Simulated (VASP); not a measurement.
Set up this calculation in VASP 6.6.1, as the native input.

| Quantity | Value |
| --- | --- |
| Task | single point |
| Functional | r2SCAN |
| Potentials or basis | VASP PAW PBE potentials, release 64 (Hf_pv, O) |
| Cutoff | 520 eV |
| k mesh | 6 × 6 × 6 |
| Occupations | gaussian, width 0.05 eV |
| Spin | no spin polarisation |
| Dipole correction | no |
| Further INCAR settings | ALGO = Normal; EDIFF = 1e-07; NBANDS = 31 |

HfO2:

```xyz
6
Lattice="3.5768 0.0000 0.0000 0.0000 3.5768 0.0000 0.0000 0.0000 5.2027" Properties=species:S:1:pos:R:3 pbc="T T T"
Hf    1.7884    1.7884    2.5789
Hf    0.0000    0.0000   -0.0224
O     0.0000    1.7884    3.7469
O     1.7884    0.0000    4.3071
O     1.7884    0.0000    1.7058
O     0.0000    1.7884    1.1456
```

This cell differs from its parent crystal: mode 10 (318.6 1/cm) frozen in, largest displacement +0.125 Å.

One way to write it, as run:

POSCAR

```
HfO2
1.0
    3.5768243321      0.0000000000      0.0000000000
    0.0000000000      3.5768243321      0.0000000000
    0.0000000000      0.0000000000      5.2026739521
Hf O
2 4
Direct
    0.5000000000      0.5000000000      0.4956927784
    0.0000000000      0.0000000000     -0.0043072216
    0.0000000000      0.5000000000      0.7201896414
    0.5000000000      0.0000000000      0.8278625722
    0.5000000000      0.0000000000      0.3278625722
    0.0000000000      0.5000000000      0.2201896414
```

INCAR.step1

```
SYSTEM = HfO2
PREC     = Accurate       ! precision mode
ENCUT    = 520            ! plane-wave cutoff, eV
ISMEAR   = 0              ! smearing method
SIGMA    = 0.05           ! smearing width, eV
LREAL    = .False.        ! projectors in reciprocal space
LASPH    = .True.         ! aspherical terms in the spheres
NELM     = 60             ! most SCF steps
NBANDS   = 31             ! bands
GGA      = PE             ! functional
ALGO     = Normal         ! electronic algorithm
EDIFF    = 1E-4           ! SCF threshold, eV
LWAVE    = .True.         ! write WAVECAR
LCHARG   = .False.        ! write CHGCAR
```

INCAR.step2

```
SYSTEM = HfO2
PREC     = Accurate       ! precision mode
ENCUT    = 520            ! plane-wave cutoff, eV
EDIFF    = 1E-7           ! SCF threshold, eV
ISMEAR   = 0              ! smearing method
SIGMA    = 0.05           ! smearing width, eV
LREAL    = .False.        ! projectors in reciprocal space
LASPH    = .True.         ! aspherical terms in the spheres
NELM     = 60             ! most SCF steps
ALGO     = Normal         ! electronic algorithm
ISIF     = 2              ! what is computed and relaxed
LWAVE    = .False.        ! write WAVECAR
LCHARG   = .False.        ! write CHGCAR
METAGGA  = R2SCAN         ! meta-GGA
LMIXTAU  = .True.       
NBANDS   = 31             ! bands
ISTART   = 1
```

KPOINTS

```
Automatic mesh
0
Gamma
  6 6 6
  0 0 0
```

Potentials or basis: VASP PAW PBE potentials, release 64 (Hf_pv, O).

Run with:

```console
$ cat potpaw_PBE.64/Hf_pv/POTCAR potpaw_PBE.64/O/POTCAR > POTCAR
$ cp INCAR.step1 INCAR
$ mpirun -np 1 vasp_std > vasp.out
$ cp INCAR.step2 INCAR
$ mpirun -np 1 vasp_std > vasp.out
```

Results of the run:

```
Pressure               : -1.2 GPa
Largest force          : 1.420 eV/Å
Band gap on the k mesh : 5.21 eV, indirect (least direct gap 5.23 eV)
```

Caveat: the cell differs from its parent crystal (mode 10 (318.6 1/cm) frozen in, largest displacement +0.125 Å); the PAW data sets were made with another functional, which shifts forces and pressure a little; spin-orbit coupling is left out, which moves the levels of the heavy elements.

It took 5 min on 1 thread of Intel Xeon 6975P-C, on a shared host, peak memory 0.22 GiB.
